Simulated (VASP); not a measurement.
A run of VASP 6.6.1 is set up as follows.

Contents of INCAR:

```
SYSTEM = Sn
PREC     = Accurate       ! precision mode
ENCUT    = 520            ! plane-wave cutoff, eV
EDIFF    = 1E-6           ! SCF threshold, eV
ISMEAR   = -1             ! smearing method
SIGMA    = 0.05           ! smearing width, eV
LREAL    = .FALSE.        ! projectors in reciprocal space
LASPH    = .TRUE.         ! aspherical terms in the spheres
NELM     = 60             ! most SCF steps
ALGO     = Normal         ! electronic algorithm
ISIF     = 2              ! what is computed and relaxed
LWAVE    = .FALSE.        ! write WAVECAR
LCHARG   = .FALSE.        ! write CHGCAR
GGA      = CA             ! functional
NBANDS   = 21             ! bands
```

KPOINTS

```
Automatic mesh
0
G
  11 11 11
  0 0 0
```

The input POSCAR:

```
Sn
1.0
    0.0000000000      3.0869206243      3.0869206243
    3.0869206243      0.0000000000      3.0869206243
    3.0869206243      3.0869206243      0.0000000000
Sn
2
Direct
   -0.1250000000     -0.1250000000     -0.1250000000
    0.1250000000      0.1250000000      0.1250000000
```

Potentials or basis: VASP PAW LDA potentials, release 64 (Sn_d).

The run is started by

```sh
$ cat potpaw_LDA.64/Sn_d/POTCAR > POTCAR
$ mpirun -np 1 vasp_std > vasp.out
```

Task: Estimate the pressure.

Result: 9.1 GPa.

Caveat: the cell stands under pressure.
